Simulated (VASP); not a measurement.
Tl3Sb2Mo:

```
CELL_PARAMETERS angstrom
3.24867 1.87562 5.08352
-3.24867 1.87562 5.08352
0.00000 -3.75124 5.08352
ATOMIC_POSITIONS crystal
Tl 0.50000 0.50000 0.00000
Tl 0.00000 0.50000 0.50000
Tl 0.50000 0.00000 0.50000
Sb 0.82096 0.82096 0.82096
Sb 0.17904 0.17904 0.17904
Mo 0.00000 0.00000 0.00000
```

The cell was generated, and may not be a known phase.

| Property | Result |
| --- | --- |
| Program | VASP 6.6.1 |
| Task | relaxation of cell and atoms |
| Functional | PBE |
| Potentials or basis | VASP PAW PBE potentials, release 64 (Tl_d, Sb, Mo_sv) |
| Cutoff | 600 eV |
| k mesh | 3 × 3 × 3 |
| Occupations | gaussian, width 0.1 eV |
| Spin | no spin polarisation |

At the start: pressure -0.4 GPa; volume 30.98 Å³/atom.

Task: How do energy, volume and symmetry change on relaxing?

Result: Over 17 steps the energy falls by 209.8 meV/atom and the volume is 31.81 Å³/atom (+2.7 %); space group R-3m (No. 166, to 0.1 Å) before and after.

The path:
| step | energy change (eV) | largest force (eV/Å) | pressure (GPa) | volume (Å³) |
| --- | --- | --- | --- | --- |
| 1 | 0.0000 | 2.0696 | -0.37 | 185.85 |
| 2 | -0.3828 | 1.3674 | 0.30 | 183.91 |
| 3 | -0.6341 | 1.0026 | 2.77 | 180.23 |
| 4 | -0.6526 | 0.3291 | 1.95 | 181.12 |
| 5 | -0.8264 | 0.3916 | 1.42 | 182.39 |
| 6 | -1.1340 | 0.5153 | 0.75 | 185.72 |
| 7 | -1.1799 | 0.7520 | 1.59 | 190.40 |
| 8 | -1.2100 | 0.7056 | 1.25 | 189.52 |
| 9 | -1.2504 | 0.1873 | -0.08 | 192.76 |
| 10 | -1.2514 | 0.1009 | -0.29 | 193.37 |
| 11 | -1.2514 | 0.0914 | -0.32 | 193.44 |
| 12 | -1.2535 | 0.0633 | -0.23 | 192.70 |
| 13 | -1.2551 | 0.0044 | 0.00 | 191.12 |
| 14 | -1.2562 | 0.0353 | 0.10 | 190.63 |
| 15 | -1.2570 | 0.0743 | 0.22 | 190.03 |
| 16 | -1.2582 | 0.0589 | 0.09 | 190.37 |
| 17 | -1.2591 | 0.0367 | -0.09 | 190.88 |

Final structure:
```
Tl Sb Mo
1.0
     3.02857    1.74854    6.00738
    -3.02857    1.74854    6.00738
     0.00000   -3.49709    6.00738
Tl Sb Mo
3 2 1
Direct
  0.50000 0.50000 0.00000
  0.00000 0.50000 0.50000
  0.50000 0.00000 0.50000
  0.85340 0.85340 0.85340
  0.14660 0.14660 0.14660
  0.00000 0.00000 0.00000
```

Caveat: the k points lie up to 0.42 Å⁻¹ apart in the final cell, too coarse for converged energies and pressures of a metal.
